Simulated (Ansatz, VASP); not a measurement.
**KMgF3 in VASP and in Ansatz**

```
K Mg F
1.0
     3.99125    0.00000    0.00000
     0.00000    3.99125    0.00000
     0.17961    0.00000    3.99125
K Mg F
1 1 3
Direct
  0.50000 0.50000 0.50000
  0.00000 0.00000 0.00000
  0.00000 0.50000 0.00000
  0.00000 0.00000 0.50000
  0.50000 0.00000 0.00000
```

Change from the starting cell: shear of c along a, cell held, atoms relaxed: +4.5 %.

Alike in both runs: task single point; functional PBEsol; k mesh 6 × 6 × 6; occupations gaussian, width 0.02 eV; no spin polarisation.

|  | VASP | Ansatz |
| --- | --- | --- |
| version | VASP 6.6.1 | Ansatz 0.2.0 |
| potentials or method | VASP PAW PBE potentials, release 64 (K_sv, Mg, F), cutoff 520 eV | scalar-relativistic, plane waves, PAW |
| valence electrons in the cell | 32 | 40 |

|  | VASP | Ansatz | Ansatz less VASP |
| --- | --- | --- | --- |
| gap on the k mesh at the Fermi level (eV) | 7.06 | 7.08 | +0.024 |
| least direct gap on the mesh (eV) | 7.30 | 7.33 | +0.022 |
| pressure (GPa) | -0.3 | 0.0 | +0.39 |
| traceless stress, the component that is largest in VASP (GPa) | -2.07 | -2.05 | +0.027 |

VASP's potentials were made for PBE, not for PBEsol. With one functional, cell and mesh, what is left measures potentials, basis and numerics. VASP's potentials hold 32 valence electrons a cell and Ansatz's 40, so a difference there can come from the potentials and not from the codes.
